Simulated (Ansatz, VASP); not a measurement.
# One calculation of Pt, two programs

Contents of INCAR:

```
SYSTEM = Pt
  PREC = Accurate
  ENCUT = 520
  EDIFF = 1E-6
  ISMEAR = 0
  SIGMA = 0.15
  LREAL = .FALSE.
  LASPH = .TRUE.
  NELM = 80
  ALGO = Normal
  ISIF = 2
  LWAVE = .FALSE.
  LCHARG = .FALSE.
  GGA = PE
  NBANDS = 11
```

The input KPOINTS:

```
Automatic mesh
0
G
  20 20 20
  0 0 0
```

The input POSCAR:

```
Pt
1.0
    0.0000000000      2.0068475000      1.8600050000
    2.0068475000      0.0000000000      1.8600050000
    2.0068475000      2.0068475000      0.0000000000
Pt
1
Direct
    0.0000000000      0.0000000000      0.0000000000
```

Input for Ansatz:

```yaml
crystal:
  lattice:
    - [0.0, 2.0068475, 1.860005]
    - [2.0068475, 0.0, 1.860005]
    - [2.0068475, 2.0068475, 0.0]
  atoms:
    - { symbol: Pt, position: [0.0, 0.0, 0.0] }
basis:
  ecutwfc: 420
kpoints:
  mp_grid: { grid: [20, 20, 20] }
hamiltonian:
  xc: pbe
scf:
  occupations: { method: gaussian, width: 0.15 }
output:
  forces: true
  stress: true
  eigenvalues: true
```

Change from the starting cell: strain +0.025 along x and y, -0.050 along z, atoms carried along.

Alike in both runs: task single point; functional PBE; k mesh 20 × 20 × 20; occupations gaussian, width 0.15 eV; no spin polarisation.

|  | VASP | Ansatz |
| --- | --- | --- |
| version | VASP 6.6.1 | Ansatz 0.2.0 |
| potentials or method | VASP PAW PBE potentials, release 64 (Pt), cutoff 520 eV | scalar-relativistic, plane waves, PAW |
| valence electrons in the cell | 10 | 18 |

Ansatz gave:

- gap on the k mesh at the Fermi level (eV): none
- pressure (GPa): 12.7
- traceless stress, the component that is largest in VASP (GPa): 3.51

Question: Estimate VASP's values.

Answer: gap on the k mesh at the Fermi level (eV): none; pressure (GPa): 12.1; traceless stress, the component that is largest in VASP (GPa): 3.50.

A gap of «none» marks a metal or a gap that the smearing closes. VASP's potentials hold 10 valence electrons a cell and Ansatz's 18, so a difference there can come from the potentials and not from the codes.

Spin-orbit coupling is off throughout.
